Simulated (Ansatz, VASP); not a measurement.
# LiC3 in VASP and in Ansatz

File INCAR:

```
SYSTEM = LiC3
PREC = Accurate ; ENCUT = 520
EDIFF = 1E-6 ; ISMEAR = 0
SIGMA = 0.1 ; LREAL = .False.
LASPH = .True. ; NELM = 100
ALGO = Normal ; ISIF = 2
LWAVE = .False. ; LCHARG = .True.
GGA = PE ; LELF = .True.
LVHAR = .True. ; NBANDS = 25
```

Contents of KPOINTS:

```
regular mesh
0
Gamma
  6 6 8
  0 0 0
```

The input POSCAR:

```
LiC3
1.0
    4.2539479900      0.0000000000      0.0000000000
   -2.1269739900      3.6840270200      0.0000000000
    0.0000000000      0.0000000000      2.4809523900
Li C
2 6
Direct
    0.3333333300      0.6666666700      0.5000000000
    0.6666666700      0.3333333300      0.5000000000
    0.3333333300      0.3333333300      0.0000000000
    0.0000000000      0.6666666700      0.0000000000
    0.6666666700      0.0000000000      0.0000000000
    0.0000000000      0.3333333300      0.0000000000
    0.6666666700      0.6666666700      0.0000000000
    0.3333333300      0.0000000000      0.0000000000
```

Input for Ansatz:

```yaml
crystal:
  lattice:
    - [4.25394799, 0.0, 0.0]
    - [-2.12697399, 3.68402702, 0.0]
    - [0.0, 0.0, 2.48095239]
  atoms:
    - { symbol: Li, position: [0.33333333, 0.66666667, 0.5] }
    - { symbol: Li, position: [0.66666667, 0.33333333, 0.5] }
    - { symbol: C, position: [0.33333333, 0.33333333, 0.0] }
    - { symbol: C, position: [0.0, 0.66666667, 0.0] }
    - { symbol: C, position: [0.66666667, 0.0, 0.0] }
    - { symbol: C, position: [0.0, 0.33333333, 0.0] }
    - { symbol: C, position: [0.66666667, 0.66666667, 0.0] }
    - { symbol: C, position: [0.33333333, 0.0, 0.0] }
basis:
  ecutwfc: 420
kpoints:
  mp_grid: { grid: [6, 6, 8] }
hamiltonian:
  xc: pbe
scf:
  occupations: { method: gaussian, width: 0.1 }
  lower_state_search: "off"
output:
  forces: true
  stress: true
  eigenvalues: true
```

Alike in both runs: task single point; functional PBE; k mesh 6 × 6 × 8; occupations gaussian, width 0.1 eV; no spin polarisation.

|  | VASP | Ansatz |
| --- | --- | --- |
| version | VASP 6.6.1 | Ansatz 0.2.0 |
| potentials or method | VASP PAW PBE potentials, release 64 (Li_sv, C), cutoff 520 eV | scalar-relativistic, plane waves, PAW |
| valence electrons in the cell | 30 | 30 |

|  | VASP | Ansatz | Ansatz less VASP |
| --- | --- | --- | --- |
| gap on the k mesh at the Fermi level (eV) | none | none | - |
| rms of the force components (eV/Å) | 0.611 | 0.582 | -0.0295 |

Atom by atom the forces differ by 0.030 eV/Å (rms over components). A gap of «none» marks a metal or a gap that the smearing closes. With one functional, cell and mesh, what is left measures potentials, basis and numerics.

Noted on VASP's run: the cutoff is short for stress, so the pressure is rough.
